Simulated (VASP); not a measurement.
Set up this calculation in VASP 6.6.1, as the native input.

| Property | Result |
| --- | --- |
| Task | single point |
| Functional | PBEsol |
| Potentials or basis | VASP PAW PBE potentials, release 64 (Cd, Te) |
| Cutoff | 520 eV |
| k mesh | 13 × 13 × 13 |
| Occupations | methfessel-paxton, width 0.005 eV |
| Spin | collinear spin, zero start |
| Starting moments | [0.0, 0.0] μB |
| Dipole correction | no |
| Further INCAR settings | ALGO = Normal; EDIFF = 1e-06; NBANDS = 20 |

The structure of CdTe (CsCl type) lies in POSCAR:

```
CdTe
1.0
    3.7006232649      0.0000000000      0.0000000000
    0.0000000000      3.7006232649      0.0000000000
    0.0000000000      0.0000000000      3.7006232649
Cd Te
1 1
Direct
    0.0000000000      0.0000000000      0.0000000000
    0.5000000000      0.5000000000      0.5000000000
```

The input as run:

INCAR

```
  PREC = Accurate
  ENCUT = 520
  EDIFF = 1E-6
  ISMEAR = 1
  SIGMA = 0.005
  LREAL = False
  LASPH = True
  NELM = 150
  ALGO = Normal
  ISIF = 2
  LWAVE = False
  LCHARG = False
  ISPIN = 2
  MAGMOM = 0 0
  LORBIT = 11
  GGA = PS
  NBANDS = 20
```

KPOINTS

```
Automatic mesh
0
Gamma
  13 13 13
```

Potentials or basis: VASP PAW PBE potentials, release 64 (Cd, Te).

Run with:

```sh
$ cat potpaw_PBE.64/Cd/POTCAR potpaw_PBE.64/Te/POTCAR > POTCAR
$ mpirun -np 1 vasp_std > vasp.out
```

Results of the run:

| Item | Value |
| --- | --- |
| Pressure | 0.2 GPa |
| Band gap on the k mesh | zero (filled and empty bands overlap) |
| Net moment | 0.00 μB per cell |
| Valence electrons inside the program's atomic spheres | Cd 10.25; Te 3.31 |

Caveat: the PAW data sets were made with another functional, which shifts forces and pressure a little; spin-orbit coupling is left out, which moves the levels of the heavy elements.

It took 41 s on 1 thread of Intel(R) Xeon(R) 6975P-C (Granite Rapids), on a shared host, peak memory 0.26 GiB.
